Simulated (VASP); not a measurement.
A run of VASP 6.6.1:

File INCAR:

```
PREC = Accurate
ENCUT = 520
EDIFF = 1E-6
ISMEAR = 0
SIGMA = 0.1
LREAL = F
LASPH = T
NELM = 100
ALGO = Fast
ISIF = 2
LWAVE = F
LCHARG = F
GGA = PE
NBANDS = 36
```

Contents of KPOINTS:

```
Automatic mesh
0
Gamma
  6 6 4
```

POSCAR

```
Mo
1.0
    2.8816574611     -1.7185157222      0.0000000000
    2.8816574611      1.7185157222      0.0000000000
   -1.6081953959      0.0000000000      7.4570903052
Mo
4
Direct
    0.9680000000      0.6020000000      0.0997000000
    0.3980000000      0.0320000000      0.4003000000
    0.0320000000      0.3980000000      0.9003000000
    0.6020000000      0.9680000000      0.5997000000
```

Potentials or basis: VASP PAW PBE potentials, release 64 (Mo_sv).

Run with:

```console
$ cat potpaw_PBE.64/Mo_sv/POTCAR > POTCAR
$ mpirun -np 1 vasp_std > vasp.out
```

Hardware: 1 thread of AMD EPYC 9R45 (Zen 5) (shared host).

Q: Estimate the wall time of this run.

A: It took 96 s on 1 thread of AMD EPYC 9R45 (Zen 5), with other jobs on the host, peak memory 0.22 GiB. Counts: scf iterations 15, k points 47.
